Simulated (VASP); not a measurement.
Wanted: the native input for a VASP 6.6.1 run.

```yaml
Task: single point
Functional: LDA
Potentials_or_basis: VASP PAW LDA potentials, release 64 (Rh_pv)
Cutoff: 520 eV
k_mesh: 10 × 10 × 3
Occupations: fermi-dirac, width 0.1 eV
Spin: no spin polarisation
Dipole_correction: no
Further_INCAR_settings: ALGO = Normal; EDIFF = 1e-06; NBANDS = 38
```

The structure of Rh lies in POSCAR:

```
Rh
1.0
    2.6226903555      0.0000000000      0.0000000000
   -1.3113451777      2.2713211311      0.0000000000
    0.0000000000      0.0000000000      8.5723782148
Rh
4
Direct
    0.0000000000      0.0000000000      0.0000000000
    0.3333333333      0.6666666667      0.2500000000
    0.0000000000      0.0000000000      0.5000000000
    0.6666666667      0.3333333333      0.7500000000
```

The input as run:

INCAR

```
  PREC = Accurate
  ENCUT = 520
  EDIFF = 1E-6
  ISMEAR = -1
  SIGMA = 0.1
  LREAL = False
  LASPH = True
  NELM = 60
  ALGO = Normal
  ISIF = 2
  LWAVE = False
  LCHARG = False
  NBANDS = 38
```

KPOINTS

```
regular mesh
0
Gamma
  10 10 3
```

Potentials or basis: VASP PAW LDA potentials, release 64 (Rh_pv).

Launch:

```console
$ cat potpaw_LDA.64/Rh_pv/POTCAR > POTCAR
$ mpirun -np 1 vasp_std > vasp.out
```

Results of the run:

* Pressure: 14.1 GPa
* Band gap on the k mesh: zero (band 30 reaches 14.12 eV, above the bottom of band 31 at 12.01 eV)

Wall time 57 s on 1 thread of Intel Xeon 8259CL, on a shared host, peak memory 0.16 GiB.
